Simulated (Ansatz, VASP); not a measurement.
## TlB2: VASP beside Ansatz

Contents of INCAR:

```
SYSTEM = TlB2
PREC = Accurate ; ENCUT = 600
EDIFF = 1E-6 ; ISMEAR = 0
SIGMA = 0.1 ; LREAL = .FALSE.
LASPH = .TRUE. ; NELM = 100
ALGO = Fast ; ISIF = 3
LWAVE = .FALSE. ; LCHARG = .FALSE.
GGA = PE ; IBRION = 2
NSW = 100 ; EDIFFG = -0.01
```

KPOINTS

```
Automatic mesh
0
G
  10 10 10
  0 0 0
```

The input POSCAR:

```
TlB2
1.0
    0.0000000000      3.4871661574      3.4871661574
    3.4871661574      0.0000000000      3.4871661574
    3.4871661574      3.4871661574      0.0000000000
Tl B
2 4
Direct
    0.0000000000      0.0000000000      0.0000000000
    0.2500000000      0.2500000000      0.2500000000
    0.6250000000      0.6250000000      0.6250000000
    0.1250000000      0.6250000000      0.6250000000
    0.6250000000      0.6250000000      0.1250000000
    0.6250000000      0.1250000000      0.6250000000
```

Input for Ansatz:

```yaml
crystal:
  lattice:
    - [0.0, 3.4871661574, 3.4871661574]
    - [3.4871661574, 0.0, 3.4871661574]
    - [3.4871661574, 3.4871661574, 0.0]
  atoms:
    - { symbol: Tl, position: [0.0, 0.0, 0.0] }
    - { symbol: Tl, position: [0.25, 0.25, 0.25] }
    - { symbol: B, position: [0.625, 0.625, 0.625] }
    - { symbol: B, position: [0.125, 0.625, 0.625] }
    - { symbol: B, position: [0.625, 0.625, 0.125] }
    - { symbol: B, position: [0.625, 0.125, 0.625] }
basis:
  ecutwfc: 420
kpoints:
  mp_grid: { grid: [10, 10, 10] }
hamiltonian:
  xc: pbe
scf:
  occupations: { method: gaussian, width: 0.1 }
output:
  forces: true
  stress: true
  eigenvalues: true
  write_density: true
  write_potential: true
  elf: true
  volumetric_format: npy
relax:
  adjacent_minimum: "off"
  f_tol: 0.01
  max_steps: 80
  cell: { stress_tol: 0.05 }
```

Alike in both runs: task relaxation of cell and atoms; functional PBE; k mesh 10 × 10 × 10; occupations gaussian, width 0.1 eV; no spin polarisation.

```csv
,VASP,Ansatz
version,VASP 6.6.1,Ansatz 0.2.0
potentials or method,"VASP PAW PBE potentials, release 64 (Tl_d, B), cutoff 600 eV","scalar-relativistic, plane waves, PAW"
valence electrons in the cell,38,38
```

|  | VASP | Ansatz | Ansatz less VASP |
| --- | --- | --- | --- |
| gap on the k mesh at the Fermi level, each at its own relaxed structure (eV) | none | none | - |
| relaxed volume (Å³/atom) | 14.28 | 14.28 | +0.001 |
| relaxed length of the cell vector where the two differ most in proportion (Å) | 4.948 | 4.948 | +0.0001 |

A gap of «none» marks a metal or a gap that the smearing closes.

Neither program's run includes spin-orbit coupling.
